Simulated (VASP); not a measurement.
# Pt in VASP: a series of runs

Runs on Pt. Level: PBE. Tasks: single point.

All numbers are computed with VASP 6.6.1; they aren't measurements. Logs are shortened: lines on timing, memory, paths and dates and some standing lists are left out, and cuts for length are marked.

## 1. The cell of the first run

The cell holds a slab with vacuum, 4 atoms: a = 2.807 Å, b = 3.970 Å, c = 19.211 Å, α = 90.00°, β = 90.00°, γ = 90.00°.

## 2. Single point, PBE

INCAR

```
SYSTEM = Pt
ALGO = Normal
DIPOL = 0.5 0.5 0.500
EDIFF = 1E-6
ENCUT = 400
GGA = PE
GGA_COMPAT = .FALSE.
IDIPOL = 3
ISIF = 2
ISMEAR = 0
LASPH = .TRUE.
LCHARG = .FALSE.
LDIPOL = .TRUE.
LREAL = .FALSE.
LWAVE = .FALSE.
NBANDS = 28
NELM = 120
NELMDL = -8
PREC = Accurate
SIGMA = 0.1
```

KPOINTS

```
k-points
0
G
  12 9 1
  0 0 0
```

POSCAR

```
Pt
1.0
    2.8072945026      0.0000000000      0.0000000000
    0.0000000000      3.9701139592      0.0000000000
    0.0000000000      0.0000000000     19.2109417539
Pt
4
Direct
    0.5000000000      0.5000000000      0.3904025162
    0.0000000000      0.0000000000      0.4634675054
    0.5000000000      0.5000000000      0.5365324946
    0.0000000000      0.0000000000      0.6095974838
```

Potentials or basis: VASP PAW PBE potentials, release 64 (Pt).

The run is started by

```sh
cat potpaw_PBE.64/Pt/POTCAR > POTCAR
mpirun -np 1 vasp_std > vasp.out
```

OUTCAR:

```text
SYSTEM = Pt
   EDIFF = 1E-6
   ENCUT = 400
   GGA = PE
   ISIF = 2
   ISMEAR = 0
   LASPH = .TRUE.
   LREAL = .FALSE.
   NELM = 120
   NELMDL = -8
   PREC = Accurate

 ion  position               nearest neighbor table
   1  0.500  0.500  0.390-   2 2.81   2 2.81   2 2.81   2 2.81   3 2.81
   2  0.000  0.000  0.463-   1 2.81   1 2.81   1 2.81   1 2.81   3 2.81   3 2.81   3 2.81   3 2.81
                             4 2.81
   3  0.500  0.500  0.537-   4 2.81   4 2.81   4 2.81   4 2.81   2 2.81   2 2.81   2 2.81   2 2.81
                             1 2.81
   4  0.000  0.000  0.610-   3 2.81   3 2.81   3 2.81   3 2.81   2 2.81

  LATTYP: Found a simple orthorhombic cell.
 ALAT       =     2.8072945026
 B/A-ratio  =     1.4142135624
 C/A-ratio  =     6.8432228026

  Lattice vectors:

 A1 = (   2.8072945026,   0.0000000000,   0.0000000000)
 A2 = (   0.0000000000,   3.9701139592,   0.0000000000)
 A3 = (   0.0000000000,   0.0000000000,  19.2109417539)

Analysis of symmetry for initial positions (statically):
=====================================================================
 Subroutine PRICEL returns:
 Original cell was already a primitive cell.

 Routine SETGRP: Setting up the symmetry group for a
 simple orthorhombic supercell.

 Subroutine GETGRP returns: Found  8 space group operations
 (whereof  4 operations were pure point group operations)
 out of a pool of  8 trial point group operations.

The static configuration has the point symmetry C_2v.
 The point group associated with its full space group is D_2h.

Analysis of symmetry for dynamics (positions and initial velocities):
=====================================================================
 Subroutine PRICEL returns:
 Original cell was already a primitive cell.

 Routine SETGRP: Setting up the symmetry group for a
 simple orthorhombic supercell.

 Subroutine GETGRP returns: Found  8 space group operations
 (whereof  4 operations were pure point group operations)
 out of a pool of  8 trial point group operations.

The dynamic configuration has the point symmetry C_2v.
 The point group associated with its full space group is D_2h.

 Subroutine INISYM returns: Found  8 space group operations
 (whereof  4 operations are pure point group operations),
 and found     1 'primitive' translations

----------------------------------------------------------------------------------------

                                     Primitive cell

  volume of cell :     214.1113

  direct lattice vectors                    reciprocal lattice vectors
     2.807294503  0.000000000  0.000000000     0.356214854  0.000000000  0.000000000
     0.000000000  3.970113959  0.000000000     0.000000000  0.251881938  0.000000000
     0.000000000  0.000000000 19.210941754     0.000000000  0.000000000  0.052053669

  length of vectors
     2.807294503  3.970113959 19.210941754     0.356214854  0.251881938  0.052053669

  position of ions in fractional coordinates (direct lattice)
     0.500000000  0.500000000  0.390402516
     0.000000000  0.000000000  0.463467505
     0.500000000  0.500000000  0.536532495
     0.000000000  0.000000000  0.609597484

  ion indices of the primitive-cell ions
   primitive index   ion index
                 1           1
                 2           2
                 3           3
                 4           4

----------------------------------------------------------------------------------------

 KPOINTS: k-points

Automatic generation of k-mesh.
 Grid dimensions read from file:
 generate k-points for:   12    9    1

 Generating k-lattice:

  Cartesian coordinates                     Fractional coordinates (reciprocal lattice)
     0.029684571  0.000000000  0.000000000     0.083333333  0.000000000  0.000000000
     0.000000000  0.027986882  0.000000000     0.000000000  0.111111111  0.000000000
     0.000000000  0.000000000  0.052053669     0.000000000  0.000000000  1.000000000

  Length of vectors
     0.029684571  0.027986882  0.052053669

  Shift w.r.t. Gamma in fractional coordinates (k-lattice)
     0.000000000  0.000000000  0.000000000

 Subroutine IBZKPT returns following result:
 ===========================================

 Found     35 irreducible k-points:

 Following reciprocal coordinates:
            Coordinates               Weight
  0.000000  0.000000  0.000000      1.000000
  0.083333  0.000000  0.000000      2.000000
  0.166667  0.000000  0.000000      2.000000
  0.250000  0.000000  0.000000      2.000000
  0.333333  0.000000  0.000000      2.000000
  0.416667  0.000000  0.000000      2.000000
[... 16 lines left out ...]
  0.083333  0.333333  0.000000      4.000000
  0.166667  0.333333  0.000000      4.000000
 [... further k-points ...]
   k-points           NKPTS =     35   k-points in BZ     NKDIM =     35   number of bands    NBANDS=     28
   number of dos      NEDOS =    301   number of ions     NIONS =      4
   total plane-waves  NPLWV =  63504
   dimension x,y,z NGX =    18 NGY =   28 NGZ =  126
   dimension x,y,z NGXF=    36 NGYF=   56 NGZF=  252
   ions per type =               4
   NGX,Y,Z   is equivalent  to a cutoff of  10.66, 11.72, 10.90 a.u.
   NGXF,Y,Z  is equivalent  to a cutoff of  21.32, 23.45, 21.81 a.u.
 SYSTEM =  Pt
   PREC   = accura    normal or accurate (medium, high low for compatibility)
   ISTART =      0    job   : 0-new  1-cont  2-samecut
   ICHARG =      2    charge: 1-file 2-atom 10-const
   ISPIN  =      1    spin polarized calculation?
   LNONCOLLINEAR =      F non collinear calculations
   LSORBIT =      F    spin-orbit coupling
   LASPH  =      T    aspherical Exc in radial PAW
   ENCUT  =  400.0 eV  29.40 Ry    5.42 a.u.   4.58  6.47 31.33*2*pi/ulx,y,z
   NELM   =    120;   NELMIN=  2; NELMDL= -8     # of ELM steps
   EDIFF  = 0.1E-05   stopping-criterion for ELM
   LREAL  =      F    real-space projection
   EDIFFG = 0.1E-04   stopping-criterion for IOM
   NSW    =      0    number of steps for IOM
   IBRION =     -1    ionic relax: 0-MD 1-quasi-New 2-CG
   NFREE  =      0    steps in history (QN), initial steepest desc. (CG)
   ISIF   =      2    stress and relaxation
   ISYM   =      2    0-nonsym 1-usesym 2-fastsym
   POTIM  = 0.5000    time-step for ionic-motion
   TEBEG  =    0.0;   TEEND  =   0.0 temperature during run
   PSTRESS=    0.0 pullay stress
   NELECT =      40.0000    total number of electrons
   NUPDOWN=      -1.0000    fix difference up-down
   EMIN   =  10.00;   EMAX   =-10.00  energy-range for DOS
   EFERMI =   0.00;   METHOD = LEGACY
   ISMEAR =     0;   SIGMA  =   0.10  broadening in eV -4-tet -1-fermi 0-gaus
   EFERMI_NEDOS =   21; number of points for ismear=-14 and -15
   IALGO  =     38    algorithm
   IMIX   =      4    mixing-type and parameters
     AMIX     =   0.40;   BMIX     =  1.00
     AMIX_MAG =   1.60;   BMIX_MAG =  1.00
  volume/ion in A,a.u.               =      53.53       361.22
  Fermi-wavevector in a.u.,A,eV,Ry     =   0.935869  1.768536 11.916668  0.875850
  Thomas-Fermi vector in A             =   2.062820
   LORBIT       =      0    0 simple, 1 ext, 2 COOP (PROOUT), +10 PAW based schemes
   GGA     = PE    functional components
   LHFCALC =     F    Hartree Fock is set to
   AEXX    =    0.0000 exact exchange contribution
   IVDW    =     0    specifies the selected vdW correction
   LEPSILON=     F    determine dielectric tensor
   LRPA    =     F    only Hartree local field effects (RPA)
 non-spin polarized calculation
 Gauss-broadening in eV      SIGMA  =   0.10
  energy-cutoff  :      400.00
  volume of cell :      214.11
 maximum number of plane-waves:      3929
   NGX =  9   NGY = 13   NGZ = 63

 dipolmoment           0.000000      0.000000      0.000000 electrons x Angstroem

 number of electron      40.0000005 magnetization

 dipolmoment           0.000000      0.000000     -0.000000 electrons x Angstroem

 Free energy of the ion-electron system (eV)
  ---------------------------------------------------
  ext. energy  EPLUGINS =         0.00000000
  ---------------------------------------------------
  free energy    TOTEN  =       -21.62301911 eV

  energy without entropy =      -21.57772897  energy(sigma->0) =      -21.60037404

 E-fermi :  -0.7899     XC(G=0):  -4.9203

 val. band max:       -0.7924243482   @ k =   0.4167   0.4444   0.0000
 cond. band min:      -0.7882919659   @ k =   0.3333   0.2222   0.0000
 fundamental gap:      0.0041323823
 Fermi energy:        -0.7899068794

 k-point     1 :       0.0000    0.0000    0.0000
  band No.  band energies     occupation
      1      -9.2098      2.00000
      2      -6.7254      2.00000
      3      -6.6853      2.00000
      4      -5.5999      2.00000
      5      -5.5767      2.00000
      6      -4.5792      2.00000
[... 20 lines left out ...]
     27       5.0983      0.00000
     28       5.4343      0.00000

 k-point     2 :       0.0833    0.0000    0.0000
  band No.  band energies     occupation
      1      -9.0335      2.00000
      2      -6.6013      2.00000
      3      -6.5050      2.00000
      4      -5.4968      2.00000
      5      -5.3586      2.00000
      6      -4.6848      2.00000
[... 20 lines left out ...]
     27       5.2384      0.00000
     28       5.5814      0.00000

 k-point     3 :       0.1667    0.0000    0.0000
  band No.  band energies     occupation
      1      -8.5359      2.00000
      2      -6.3779      2.00000
      3      -5.9713      2.00000
      4      -5.2067      2.00000
      5      -5.0619      2.00000
      6      -4.9995      2.00000
[... 616 lines left out ...]
      3      -6.1058      2.00000
      4      -6.0182      2.00000
      5      -5.1121      2.00000
      6      -4.4048      2.00000
[... 20 lines left out ...]
     27       5.4789      0.00000
     28       5.6681      0.00000

 k-point    24 :       0.1667    0.3333    0.0000
  band No.  band energies     occupation
      1      -7.4773      2.00000
      2      -6.2815      2.00000
      3      -5.7022      2.00000
      4      -5.6527      2.00000
      5      -5.1229      2.00000
      6      -4.5074      2.00000
[... 20 lines left out ...]
     27       5.8844      0.00000
     28       5.9712      0.00000

 [... further k-points ...]

------------------------ aborting loop because EDIFF is reached ----------------------------------------

 vacuum level on the upper side and lower side of the slab       (xc-potential included)        -0.139        -0.139

  FORCE on cell =-STRESS in cart. coord.  units (eV):
  Direction    XX          YY          ZZ          XY          YZ          ZX
  --------------------------------------------------------------------------------------
  -------------------------------------------------------------------------------------
  Total       -7.6631626     -6.0066916     -1.6702878      0.0000000      0.0000000      0.0000000
  in kB      -57.3428162    -44.9475801    -12.4986266      0.0000000      0.0000000      0.0000000
  external PRESSURE =     -38.2630077 kB  Pullay stress =       0.0000000 kB

 VOLUME and BASIS-vectors are now :
 -----------------------------------------------------------------------------
  energy-cutoff  :      400.00
  volume of cell :      214.11
      direct lattice vectors                 reciprocal lattice vectors
     2.807294503  0.000000000  0.000000000     0.356214854  0.000000000  0.000000000
     0.000000000  3.970113959  0.000000000     0.000000000  0.251881938  0.000000000
     0.000000000  0.000000000 19.210941754     0.000000000  0.000000000  0.052053669

 POSITION                                       TOTAL-FORCE (eV/Angst)
 -----------------------------------------------------------------------------------
      1.40365      1.98506      7.50000         0.000000      0.000000      0.660836
      0.00000      0.00000      8.90365         0.000000      0.000000     -0.829610
      1.40365      1.98506     10.30729         0.000000      0.000000      0.829610
      0.00000      0.00000     11.71094         0.000000      0.000000     -0.660836
 -----------------------------------------------------------------------------------
    total drift:                                0.000000      0.000000     -0.000000

  FREE ENERGIE OF THE ION-ELECTRON SYSTEM (eV)
  ---------------------------------------------------
  free  energy   TOTEN  =       -21.6230191114 eV

  energy  without entropy=      -21.5777289739  energy(sigma->0) =      -21.60037404

 vacuum level on the upper side and lower side of the slab         4.502         4.502
```

Wall time 2.4 min (1 thread of Intel Xeon 6975P-C (Granite Rapids), shared host); peak memory 0.29 GiB.

What came out:

| Quantity | Value |
| --- | --- |
| Free energy | -21.6230 eV |
| Largest force | 0.830 eV/Å |
| Band gap on the k mesh | zero (band 20 reaches -0.53 eV, above the bottom of band 21 at -1.04 eV) |

Forces in eV/Å, atoms in the order of the input:
```
Pt   0.000  0.000  0.661
Pt   0.000  0.000 -0.830
Pt   0.000  0.000  0.830
Pt   0.000  0.000 -0.661
```

Caveat: spin-orbit coupling is left out, which moves the levels of the heavy elements.

## 3. Single point, PBE

INCAR

```
SYSTEM = Pt
ALGO     = Normal         ! electronic algorithm
DIPOL    = 0.5 0.5 0.500
EDIFF    = 1E-6           ! SCF threshold, eV
ENCUT    = 400            ! plane-wave cutoff, eV
GGA      = PE             ! functional
GGA_COMPAT= .FALSE.      
IDIPOL   = 3            
ISIF     = 2              ! what is computed and relaxed
ISMEAR   = 0              ! smearing method
LASPH    = .TRUE.         ! aspherical terms in the spheres
LCHARG   = .TRUE.         ! write CHGCAR
LDIPOL   = .TRUE.       
LELF     = .TRUE.         ! ELF
LREAL    = .FALSE.        ! projectors in reciprocal space
LVACPOTAV= .TRUE.       
LVHAR    = .TRUE.       
LWAVE    = .FALSE.        ! write WAVECAR
NBANDS   = 28             ! bands
NELM     = 120            ! most SCF steps
NELMDL   = -8           
PREC     = Accurate       ! precision mode
SIGMA    = 0.1            ! smearing width, eV
```

KPOINTS is that of step 2.

POSCAR

```
Pt
1.0
    2.8072945026      0.0000000000      0.0000000000
    0.0000000000      3.9701139592      0.0000000000
    0.0000000000      0.0000000000     19.2109417539
Pt
4
Direct
    0.5000000000      0.5000000000      0.3966397451
    0.0000000000      0.0000000000      0.4566815880
    0.5000000000      0.5000000000      0.5433184090
    0.0000000000      0.0000000000      0.6033602579
```

Potentials or basis: VASP PAW PBE potentials, release 64 (Pt).

The run is started by

```sh
cat potpaw_PBE.64/Pt/POTCAR > POTCAR
mpirun -np 1 vasp_std > vasp.out
```

Run time: 2.4 min. Hardware: 1 thread of Intel Xeon 6975P-C (Granite Rapids), shared host; peak memory 0.29 GiB.

Results (log left out):

```yaml
Free_energy: -21.7896 eV
Largest_force: 0.017 eV/Å
Band_gap_on_the_k_mesh: zero (band 20 reaches -0.51 eV, above the bottom of band 21 at -1.00 eV)
```

Forces in eV/Å, atoms in the order of the input:
```
Pt   0.000  0.000  0.017
Pt   0.000  0.000  0.007
Pt   0.000  0.000 -0.007
Pt   0.000  0.000 -0.017
```

Levels at points of the mesh, in eV from the Fermi level:
| k point | band 18 | band 19 | band 20 | band 21 | band 22 | band 23 |
| --- | --- | --- | --- | --- | --- | --- |
| (0.00, 0.00, 0.00) | -0.89 | -0.72 | -0.30 | -0.01 | 0.51 | 0.53 |
| (0.50, 0.00, 0.00) | -0.28 | 0.17 | 0.17 | 2.12 | 2.12 | 2.59 |

Caveat: spin-orbit coupling is left out, which moves the levels of the heavy elements.
